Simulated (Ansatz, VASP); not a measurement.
GdO in VASP and in Ansatz

Contents of POSCAR:

```
GdO
1.0
    0.0000000000      2.6448824935      2.6448824935
    2.6448824935      0.0000000000      2.6448824935
    2.6448824935      2.6448824935      0.0000000000
Gd O
1 1
Direct
    0.0000000000      0.0000000000      0.0000000000
    0.7500000000      0.7500000000      0.7500000000
```

INCAR.step1

```
PREC = Accurate ; ENCUT = 520
EDIFF = 1E-5 ; ISMEAR = -1
SIGMA = 0.05 ; LREAL = F
LASPH = T ; NELM = 150
ALGO = Normal ; ISIF = 2
LWAVE = T ; LCHARG = F
ISPIN = 2 ; MAGMOM = 7 0
LORBIT = 11 ; LMAXMIX = 6
GGA = PE ; NBANDS = 23
```

File INCAR.step2:

```
PREC = Accurate ; ENCUT = 520
EDIFF = 1E-6 ; ISMEAR = -1
SIGMA = 0.05 ; LREAL = F
LASPH = T ; NELM = 150
ALGO = Normal ; ISIF = 2
LWAVE = F ; LCHARG = F
ISPIN = 2 ; MAGMOM = 7 0
LORBIT = 11 ; LMAXMIX = 6
GGA = PE ; LHFCALC = T
AEXX = 0.25 ; PRECFOCK = Normal
ISTART = 1 ; NBANDS = 23
```

Contents of KPOINTS:

```
Automatic mesh
0
Gamma
  4 4 4
```

The input input.yaml:

```yaml
crystal:
  lattice:
    - [0.0, 2.6448824935, 2.6448824935]
    - [2.6448824935, 0.0, 2.6448824935]
    - [2.6448824935, 2.6448824935, 0.0]
  atoms:
    - { symbol: Gd, position: [0.0, 0.0, 0.0], spin: 7.0 }
    - { symbol: O, position: [0.75, 0.75, 0.75] }
hamiltonian:
  xc: pbe0
  pseudopotentials: { kind: paw }
magnetization:
  spin_polarized: true
kpoints:
  mp_grid: { grid: [4, 4, 4] }
scf:
  occupations: { method: fermi_dirac, width: 0.05 }
output:
  forces: true
  stress: true
  eigenvalues: true
```

Alike in both runs: task single point; functional PBE0; k mesh 4 × 4 × 4; occupations fermi-dirac, width 0.05 eV; collinear spin.

|  | VASP | Ansatz |
| --- | --- | --- |
| version | VASP 6.6.1 | Ansatz 0.2.0 |
| potentials or method | VASP PAW PBE potentials, release 64 (Gd, O) | Ansatz PAW |
| plane-wave cutoff (eV) | 520 | 420 |
| valence electrons in the cell | 24 | 24 |

```tsv
	VASP	Ansatz	Ansatz less VASP
gap on the k mesh at the Fermi level (eV)	none	none	-
pressure (GPa)	4.9	4.5	-0.40
net moment per atom (μB)	3.98	3.02	-0.969
size of the moment on the site where the two differ most (μB)	7.07	6.72	-0.352
```

The net moments are unlike, so the other rows may belong to different states. Site moments also hang on the region over which each program counts them. A gap of «none» marks a metal or a gap that the smearing closes.

The k mesh is coarse, so the values compare programs but aren't converged. Spin-orbit coupling is off throughout. Noted on Ansatz's run: the magnetic or orbital state may not be the lowest.
